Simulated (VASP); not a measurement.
Runs of VASP 6.6.1 on Pt. The structure is that of space group Fd-3m (No. 227), or close to it. The cells are those of the table. This isn't the form of Pt at room conditions, which is fcc.

| task | cell | k mesh | cutoff (eV) | gap on the mesh (eV) | pressure (GPa) |
| --- | --- | --- | --- | --- | --- |
| single point | a = 4.166 Å, angles 60.0°, 2 atoms | 11 × 11 × 11 | 520 | none | -3.9 |
| single point | a = 4.112 Å, angles 60.0°, 2 atoms | 15 × 15 × 15 | 520 | none | -0.3 |
| single point | a = 4.112 Å, angles 60.0°, 2 atoms | 10 × 10 × 10 | 520 | none | -0.4 |
| relaxation of cell and atoms | relaxed from a = 3.863 Å, angles 60.0°, 2 atoms | 10 × 10 × 10 | 600 | none | 0.0 |
| single point | a = 4.270 Å, angles 60.0°, 2 atoms | 11 × 11 × 11 | 520 | none | (b) |
| single point | a = 4.219 Å, angles 60.0°, 2 atoms | 11 × 11 × 11 | 520 | none | -6.6 |
| single point | a = 4.112 Å, angles 60.0°, 2 atoms | 11 × 11 × 11 | 520 | none | -0.3 |
| single point | a = 3.940 Å, angles 60.0°, 2 atoms | 11 × 11 × 11 | 520 | none | (a) |

Alike in all rows: level revPBE; potentials or basis VASP PAW PBE potentials, release 64 (Pt); no spin polarisation; smearing fermi-dirac 0.1 eV.

Question: Estimate the missing entries.

Answer: (a) 18.2; (b) -8.7.

Caveats: the PAW data sets were made with another functional, which shifts forces and pressure a little; spin-orbit coupling is left out, which moves the levels of the heavy elements; the cell stands under tension (at least some runs); the cell stands under pressure (at least some runs).

A k mesh can miss the band edges, and the runs leave out spin-orbit coupling on Pt.

A gap of «none» marks levels without a gap at the run's occupations.
